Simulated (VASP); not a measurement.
Here is a VASP 6.6.1 calculation.

Contents of INCAR:

```
PREC = Accurate
ENCUT = 520
EDIFF = 1E-7
ISMEAR = -1
SIGMA = 0.01
LREAL = Auto
LASPH = True
NELM = 60
ALGO = Normal
ISIF = 2
LWAVE = False
LCHARG = False
GGA = PE
NBANDS = 169
```

KPOINTS

```
Automatic mesh
0
Gamma
  1 1 1
  0.25 0.25 0.25
```

POSCAR

```
Cd16S16O
1.0
    8.3277842500     -0.0000000600      0.0000000000
   -4.1638920700      7.2120727400      0.0000000000
    0.0000000000      0.0000000000     13.5350132800
Cd S O
16 16 1
Direct
    0.3216349185      0.1797583117      0.2551022987
    0.1690889603      0.3067654875      0.0024506071
    0.3410199531      0.1676115957      0.7417250942
    0.1536639568      0.3464816703      0.5020697697
    0.3439683848      0.6530192069      0.2581342868
    0.1718972686      0.8279163599     -0.0309628067
    0.3402900215      0.6612836826      0.7590514902
    0.1509543613      0.8478991033      0.5037613823
    0.8184185128      0.1794707424      0.2500358832
    0.6739730942      0.3243195299      0.0011493155
    0.8383466994      0.1619377802      0.7515538987
    0.6575395045      0.3407845606      0.4979152854
    0.8181375070      0.6760325672      0.2557470708
    0.6983882124      0.8317022385      0.0038257074
    0.8324994754      0.6586138578      0.7412219547
    0.6515364706      0.8449839954      0.5016374834
    0.3235754366      0.1785926274      0.4427712686
    0.1481095815      0.3460619573      0.1908753945
    0.3537788774      0.1675713855      0.9288918112
    0.1692125533      0.3349497568      0.6892053821
    0.3183751702      0.6793732115      0.4409806534
    0.1136549924      0.8835846831      0.1644507437
    0.3490165199      0.6550076783      0.9465830387
    0.1711504466      0.8293560292      0.6905432456
    0.8247858125      0.1742641949      0.4387771092
    0.6507035337      0.3475667994      0.1900010696
    0.8402624740      0.1598541906      0.9392707445
    0.6720935055      0.3273278190      0.6843725092
    0.8200989592      0.6752125533      0.4431492512
    0.6517150523      0.8494774332      0.1916392652
    0.8325090173      0.6442077358      0.9283046673
    0.6662540778      0.8316822717      0.6887917882
    0.0289321766     -0.0324081587      0.0840822226
```

Potentials or basis: VASP PAW PBE potentials, release 64 (Cd, S, O).

Command:

```bash
$ cat potpaw_PBE.64/Cd/POTCAR potpaw_PBE.64/S/POTCAR potpaw_PBE.64/O/POTCAR > POTCAR
$ mpirun -np 1 vasp_std > vasp.out
```

Problem. What does it give for the largest force?

Solution. 0.157 eV/Å.

Problem. Predict the pressure.

Solution. 1.9 GPa.

Forces on the atoms (eV/Å):
```
Cd  -0.070  0.050  0.035
Cd   0.078 -0.031 -0.001
Cd  -0.092  0.049 -0.006
Cd   0.081 -0.052  0.005
Cd  -0.050  0.036  0.042
Cd   0.088 -0.056  0.020
Cd  -0.077  0.046  0.016
Cd   0.082 -0.042 -0.003
Cd  -0.091  0.056  0.008
Cd   0.076 -0.042 -0.006
Cd  -0.081  0.054  0.012
Cd   0.094 -0.049  0.004
Cd  -0.077  0.041  0.034
Cd   0.059 -0.041 -0.008
Cd  -0.090  0.061 -0.009
Cd   0.085 -0.040  0.004
S   -0.079  0.036 -0.018
S    0.067 -0.054 -0.044
S   -0.078  0.038  0.039
S    0.048 -0.045 -0.010
S   -0.088  0.061 -0.008
S    0.042 -0.030  0.092
S   -0.043  0.012 -0.018
S    0.076 -0.048  0.020
S   -0.055  0.026 -0.006
S    0.095 -0.062 -0.001
S   -0.073  0.030 -0.027
S    0.082 -0.047  0.005
S   -0.072  0.042 -0.012
S    0.068 -0.035 -0.036
S   -0.066  0.057  0.043
S    0.061 -0.036 -0.009
O    0.000  0.015 -0.156
```
